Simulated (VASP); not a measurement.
# Si2Ni (P1) in VASP: notebook

The runs below take Si2Ni through single point, with PBEsol.

Program: VASP 6.6.1. These are calculated values, not measurements. Logs are shortened: lines on timing, memory, paths and dates and some standing lists are left out, and cuts for length are marked.

### Step 1. The cell of the first run

The typed cell holds 24 atoms: a = 7.986 Å, b = 7.434 Å, c = 7.373 Å, α = 62.60°, β = 64.29°, γ = 63.04°.

### Step 2. Single point, PBEsol

INCAR

```
SYSTEM = Si2Ni
ALGO = Normal
EDIFF = 1E-7
ENCUT = 520
GGA = PS
ISIF = 2
ISMEAR = 0
ISYM = 0
LASPH = .TRUE.
LCHARG = .FALSE.
LREAL = Auto
LWAVE = .FALSE.
NBANDS = 90
NELM = 80
PREC = Accurate
SIGMA = 0.1
```

KPOINTS

```
Automatic mesh
0
Gamma
  2 2 2
  0.5 0.5 0.5
```

POSCAR

```
Si2Ni
1.0
    5.6969402237     -0.5106815085      5.5738249693
    5.3342373181      5.1755757280     -0.1479786028
   -0.1665144719      5.1941115972      5.2296579328
Si Ni
16 8
Direct
    0.1736635122      0.1054270712      0.1099798910
    0.1788932704      0.5952773886      0.1331788059
    0.5738701315      0.1497518261      0.1679002408
    0.5786963719      0.6309346982      0.1330041072
    0.1774291031      0.1519224088      0.6077400271
    0.1722508534      0.5987373085      0.5911173387
    0.6335636935      0.6325337356      0.6183576609
    0.3917921903      0.8663630602      0.3817880846
    0.8341966013      0.3948083301      0.3808713630
    0.8379480158      0.8864972604      0.4024184042
    0.4244206491      0.3375403591      0.8325546956
    0.8490042153      0.3866715063      0.8641853219
    0.8210692414      0.8840891015      0.8849862809
    0.0272256386      1.0009123487      0.5039764204
    0.0135467652      0.4987386915      0.9927307253
   -0.0299548521      0.9976811173      1.0159184375
    0.6937056585      0.1156996509      0.6068597351
    0.3541083319      0.3836364544      0.3673707233
    0.2996328870      0.8879807207      0.9048021162
    0.5079250093      0.5094287580      0.4878533215
    0.5056737380      0.9870233158      0.5217460797
   -0.0210881926      0.5164411623      0.4979110509
    0.5136134939      0.4964509659      0.9697538782
    0.4994510183      0.9900745529      0.0164790077
```

Potentials or basis: VASP PAW PBE potentials, release 64 (Si, Ni).

Command:

```sh
$ cat potpaw_PBE.64/Si/POTCAR potpaw_PBE.64/Ni/POTCAR > POTCAR
$ mpirun -np 1 vasp_std > vasp.out
```

OUTCAR:

```text
SYSTEM = Si2Ni
   EDIFF = 1E-7
   ENCUT = 520
   GGA = PS
   ISIF = 2
   ISMEAR = 0
   ISYM = 0
   LASPH = .TRUE.
   LREAL = Auto
   NELM = 80
   PREC = Accurate

 ion  position               nearest neighbor table
   1  0.174  0.105  0.110-  24 2.22  19 2.32  15 2.48  14 2.49  16 2.54   8 2.67  11 2.74
   2  0.179  0.595  0.133-  18 2.24  23 2.32  19 2.37  22 2.41  15 2.46  16 2.61  11 3.03
   3  0.574  0.150  0.168-  21 2.24  23 2.24  24 2.33  18 2.37   8 2.60  11 2.71  16 2.72  10 2.75
                            12 2.92  13 2.97
   4  0.579  0.631  0.133-  23 2.20  20 2.23  24 2.26   8 2.62  18 2.64   9 2.76  13 2.77  19 2.81
                            12 2.82  15 2.97
   5  0.177  0.152  0.608-  21 2.27  18 2.31  22 2.39  19 2.40  14 2.47  16 2.71   8 2.77  12 2.84
[... 33 lines left out ...]
  23  0.514  0.496  0.970-   4 2.20   7 2.23   3 2.24  12 2.29   2 2.32  11 2.33  18 2.53  19 2.56

  24  0.499  0.990  0.016-  13 2.21   1 2.22  11 2.22   4 2.26   8 2.29   3 2.33  19 2.57  17 2.66

IMPORTANT INFORMATION: All symmetrisations will be switched off!
NOSYMM: (Re-)initialisation of all symmetry stuff for point group C_1.

----------------------------------------------------------------------------------------

                                     Primitive cell

  volume of cell :     332.0439

  direct lattice vectors                    reciprocal lattice vectors
     5.696940224 -0.510681509  5.573824969     0.083829603 -0.083939492  0.086038119
     5.334237318  5.175575728 -0.147978603     0.095233669  0.092521415 -0.088860262
    -0.166514472  5.194111597  5.229657933    -0.086651746  0.092081592  0.097002361

  length of vectors
     7.986454051  7.433879845  7.372641619     0.146546234  0.159767988  0.159364371

  position of ions in fractional coordinates (direct lattice)
     0.173663512  0.105427071  0.109979891
     0.178893270  0.595277389  0.133178806
     0.573870132  0.149751826  0.167900241
     0.578696372  0.630934698  0.133004107
     0.177429103  0.151922409  0.607740027
     0.172250853  0.598737308  0.591117339
[... 16 lines left out ...]
     0.513613494  0.496450966  0.969753878
     0.499451018  0.990074553  0.016479008

  ion indices of the primitive-cell ions
   primitive index   ion index
                 1           1
                 2           2
                 3           3
                 4           4
                 5           5
                 6           6
[... 16 lines left out ...]
                23          23
                24          24

----------------------------------------------------------------------------------------

[... 54 lines left out ...]
   ISIF   =      2    stress and relaxation
   ISYM   =      0    0-nonsym 1-usesym 2-fastsym
   POTIM  = 0.5000    time-step for ionic-motion
   TEBEG  =    0.0;   TEEND  =   0.0 temperature during run
   PSTRESS=    0.0 pullay stress
   NELECT =     144.0000    total number of electrons
   NUPDOWN=      -1.0000    fix difference up-down
   EMIN   =  10.00;   EMAX   =-10.00  energy-range for DOS
   EFERMI =   0.00;   METHOD = LEGACY
   ISMEAR =     0;   SIGMA  =   0.10  broadening in eV -4-tet -1-fermi 0-gaus
   EFERMI_NEDOS =   21; number of points for ismear=-14 and -15
   IALGO  =     38    algorithm
   IMIX   =      4    mixing-type and parameters
     AMIX     =   0.40;   BMIX     =  1.00
     AMIX_MAG =   1.60;   BMIX_MAG =  1.00
  volume/ion in A,a.u.               =      13.84        93.36
  Fermi-wavevector in a.u.,A,eV,Ry     =   1.239169  2.341690 20.892283  1.535539
  Thomas-Fermi vector in A             =   2.373663
   LORBIT       =      0    0 simple, 1 ext, 2 COOP (PROOUT), +10 PAW based schemes
   GGA     = PS    functional components
   LHFCALC =     F    Hartree Fock is set to
   AEXX    =    0.0000 exact exchange contribution
   IVDW    =     0    specifies the selected vdW correction
   LEPSILON=     F    determine dielectric tensor
   LRPA    =     F    only Hartree local field effects (RPA)
 non-spin polarized calculation
 Gauss-broadening in eV      SIGMA  =   0.10
  energy-cutoff  :      520.00
  volume of cell :      332.04
 maximum number of plane-waves:      8944
   NGX = 29   NGY = 27   NGZ = 27

 number of electron     144.0000007 magnetization

 Free energy of the ion-electron system (eV)
  ---------------------------------------------------
  ext. energy  EPLUGINS =         0.00000000
  ---------------------------------------------------
  free energy    TOTEN  =      -146.02833619 eV

  energy without entropy =     -145.99188418  energy(sigma->0) =     -146.01011019

 E-fermi :   9.0540     XC(G=0): -11.4655

 val. band max:        9.0039297678   @ k =   0.2500   0.2500   0.2500
 cond. band min:       9.0976765054   @ k =  -0.2500   0.2500   0.2500
 fundamental gap:      0.0937467376
 Fermi energy:         9.0540291273

 k-point     1 :       0.2500    0.2500    0.2500
  band No.  band energies     occupation
      1      -3.8865      2.00000
      2      -2.2067      2.00000
      3      -1.5138      2.00000
      4      -1.4618      2.00000
      5      -1.0007      2.00000
      6      -0.7036      2.00000
[... 337 lines left out ...]
     83      11.6648      0.00000
     84      11.8044      0.00000
 [bands above 84 left out]

------------------------ aborting loop because EDIFF is reached ----------------------------------------

  FORCE on cell =-STRESS in cart. coord.  units (eV):
  Direction    XX          YY          ZZ          XY          YZ          ZX
  --------------------------------------------------------------------------------------
  -------------------------------------------------------------------------------------
  Total        0.3553236      0.3673022      0.3063024     -0.0572559     -0.1076563     -0.0445949
  in kB        1.7145066      1.7723058      1.4779697     -0.2762712     -0.5194630     -0.2151793
  external PRESSURE =       1.6549274 kB  Pullay stress =       0.0000000 kB

 VOLUME and BASIS-vectors are now :
 -----------------------------------------------------------------------------
  energy-cutoff  :      520.00
  volume of cell :      332.04
      direct lattice vectors                 reciprocal lattice vectors
     5.696940224 -0.510681509  5.573824969     0.083829603 -0.083939492  0.086038119
     5.334237318  5.175575728 -0.147978603     0.095233669  0.092521415 -0.088860262
    -0.166514472  5.194111597  5.229657933    -0.086651746  0.092081592  0.097002361

 POSITION                                       TOTAL-FORCE (eV/Angst)
 -----------------------------------------------------------------------------------
      1.53341      1.02821      1.52753        -0.003635      0.017378     -0.010264
      4.17232      3.68129      1.60551        -0.006456      0.000662     -0.015681
      4.04016      1.35408      4.05455         0.031092     -0.004308      0.003008
      6.64021      3.66076      3.82775        -0.007800     -0.015374     -0.000581
      1.72000      3.85235      4.14475        -0.008568      0.014185     -0.006239
      4.07668      6.08117      3.96284        -0.005279     -0.000609     -0.003597
[... 16 lines left out ...]
      5.41273      7.34414      7.86081        -0.004672      0.001828     -0.011013
      8.12389      4.95474      2.72352         0.006873     -0.013342      0.000073
 -----------------------------------------------------------------------------------
    total drift:                                0.005031     -0.005365     -0.005627

  FREE ENERGIE OF THE ION-ELECTRON SYSTEM (eV)
  ---------------------------------------------------
  free  energy   TOTEN  =      -146.0283361915 eV

  energy  without entropy=     -145.9918841835  energy(sigma->0) =     -146.01011019
```

OSZICAR:

```text
N       E                     dE             d eps       ncg     rms          rms(c)
DAV:   1     0.102971908533E+04    0.10297E+04   -0.58151E+04   720   0.166E+03
DAV:   2    -0.315095855948E+02   -0.10612E+04   -0.10203E+04   720   0.395E+02
DAV:   3    -0.153152733332E+03   -0.12164E+03   -0.11225E+03   782   0.148E+02
[... 18 lines left out ...]
DAV:  22    -0.146028339167E+03    0.66033E-05   -0.20770E-05  1080   0.505E-02    0.273E-02
DAV:  23    -0.146028337666E+03    0.15015E-05   -0.67478E-06   992   0.372E-02    0.203E-02
DAV:  24    -0.146028336554E+03    0.11119E-05   -0.24728E-06  1056   0.188E-02    0.106E-02
DAV:  25    -0.146028336167E+03    0.38654E-06   -0.14189E-06   992   0.112E-02    0.228E-03
DAV:  26    -0.146028336192E+03   -0.24098E-07   -0.26574E-07   504   0.444E-03
   1 F= -.14602834E+03 E0= -.14601011E+03  d E =-.364520E-01
```

Wall time 3.8 min (1 thread of Intel Xeon 6975P-C (Granite Rapids), shared host); peak memory 0.45 GiB.

What came out:

```
Free energy            : -146.0283 eV
Pressure               : 0.2 GPa
Largest force          : 0.038 eV/Å
Band gap on the k mesh : zero (bands 72 and 73 overlap by 0.14 eV)
```

Forces in eV/Å, atoms in the order of the input:
```
Si  -0.004  0.017 -0.010
Si  -0.006  0.001 -0.016
Si   0.031 -0.004  0.003
Si  -0.008 -0.015 -0.001
Si  -0.009  0.014 -0.006
Si  -0.005 -0.001 -0.004
Si   0.000  0.000  0.028
Si  -0.015  0.013 -0.016
Si   0.013 -0.002 -0.001
Si   0.011 -0.014  0.004
Si  -0.008  0.010 -0.023
Si   0.002 -0.006  0.009
Si  -0.009 -0.002  0.008
Si   0.010 -0.004  0.012
Si  -0.001  0.008  0.002
Si  -0.008  0.007 -0.003
Ni  -0.012  0.013 -0.033
Ni   0.015 -0.002  0.028
Ni   0.011 -0.025  0.019
Ni  -0.020 -0.018  0.001
Ni   0.005  0.029  0.007
Ni   0.005 -0.006  0.002
Ni  -0.005  0.002 -0.011
Ni   0.007 -0.013  0.000
```

Caveat: the k points lie up to 0.50 Å⁻¹ apart; the PAW data sets were made with another functional, which shifts forces and pressure a little.

### Step 3. Single point, PBEsol

This run uses another cell than the first one, of 13.80 Å³/atom.

INCAR

```
SYSTEM = Si2Ni
  PREC = Accurate
  ENCUT = 520
  EDIFF = 1E-7
  ISMEAR = 0
  SIGMA = 0.1
  LREAL = Auto
  LASPH = .True.
  NELM = 60
  ALGO = Normal
  ISIF = 2
  LWAVE = .False.
  LCHARG = .False.
  GGA = PS
  NBANDS = 90
  ISYM = 0
```

KPOINTS is that of step 2.

POSCAR

```
Si2Ni
1.0
    5.2082384525     -0.2140427157      5.0681228551
    5.4683958550      5.4433189772     -0.4742001182
   -0.4341048201      5.4032236790      5.2881849596
Si Ni
16 8
Direct
   -0.0155486347      0.1815087937      0.1495248835
    0.1115134965      0.1598560195      0.6404943578
    0.1555965458      0.5796873189      0.6495989137
    0.6280275527      0.1973555260      0.6508936263
    0.6992183713      0.5286695805      0.6441223905
    0.3523578087      0.3312082068      0.2646079908
    0.4408872016      0.7776611884      0.4313676196
    0.9250134694      0.8337927106      0.3190262931
    0.3707570426      0.4291043895      0.8740362900
    0.3583467753      0.8380538646      0.9136003513
    0.8420578332      0.9040220945      0.8728635768
    0.5532917068      0.4744029552      0.3264516184
    0.5091783355      1.0078066281      0.5630343653
    1.0383377716     -0.0398805869      0.5036001558
    0.3563407954      1.0922803388      0.0846459023
   -0.1007175632      0.5426152227      0.0504730781
    0.1445520946      0.6289019388      0.0852047061
    0.6079633602      0.0255326667      0.2310270540
    0.5719591221      0.7799068600      0.0940083685
    0.8900672202      0.3229893421      0.3940649785
    0.9462055688      0.3791064806      0.8360729352
    0.0476731438      0.5005909044      0.4648702996
    0.5600739779      0.5098313107      0.9928632666
    0.9992737914      0.0060888862     -0.0202686959
```

Potentials or basis: VASP PAW PBE potentials, release 64 (Si, Ni).

Command:

```sh
$ cat potpaw_PBE.64/Si/POTCAR potpaw_PBE.64/Ni/POTCAR > POTCAR
$ mpirun -np 1 vasp_std > vasp.out
```

It took 4.1 min on 1 thread of Intel Xeon 6975P-C (Granite Rapids), shared host; peak memory 0.44 GiB.

It converged, with:

```yaml
Free_energy: -145.1772 eV
Pressure: 0.2 GPa
Largest_force: 0.036 eV/Å
Band_gap_on_the_k_mesh: 0.18 eV (least direct gap 0.28 eV)
```

Forces in eV/Å, atoms in the order of the input:
```
Si   0.003  0.008  0.009
Si   0.000 -0.015  0.000
Si   0.021  0.013  0.003
Si  -0.018  0.017  0.005
Si  -0.008  0.005 -0.017
Si  -0.022  0.007  0.008
Si  -0.013  0.003  0.007
Si  -0.008  0.000  0.011
Si  -0.007 -0.033 -0.005
Si   0.022  0.004  0.004
Si  -0.004 -0.021 -0.013
Si   0.000  0.006 -0.003
Si  -0.011  0.011  0.001
Si  -0.004 -0.009  0.008
Si   0.007  0.004 -0.014
Si  -0.005  0.007 -0.005
Ni   0.002  0.024 -0.010
Ni   0.002 -0.010  0.007
Ni   0.013 -0.006  0.005
Ni   0.018  0.011  0.029
Ni  -0.016 -0.019 -0.016
Ni   0.003  0.014 -0.014
Ni   0.023  0.000  0.011
Ni   0.002 -0.022 -0.011
```

Levels at points of the mesh, in eV from the valence-band top:
| k point | band 70 | band 71 | band 72 | band 73 | band 74 | band 75 |
| --- | --- | --- | --- | --- | --- | --- |
| (0.25, 0.25, 0.25) | -0.37 | -0.29 | -0.15 | 0.18 | 0.31 | 0.56 |

Caveat: the PAW data sets were made with another functional, which shifts forces and pressure a little; a shifted mesh leaves out Γ, where band edges can lie. A k mesh can miss the band edges.

The gap in the log of VASP goes by the Fermi energy; the results here count the filled bands.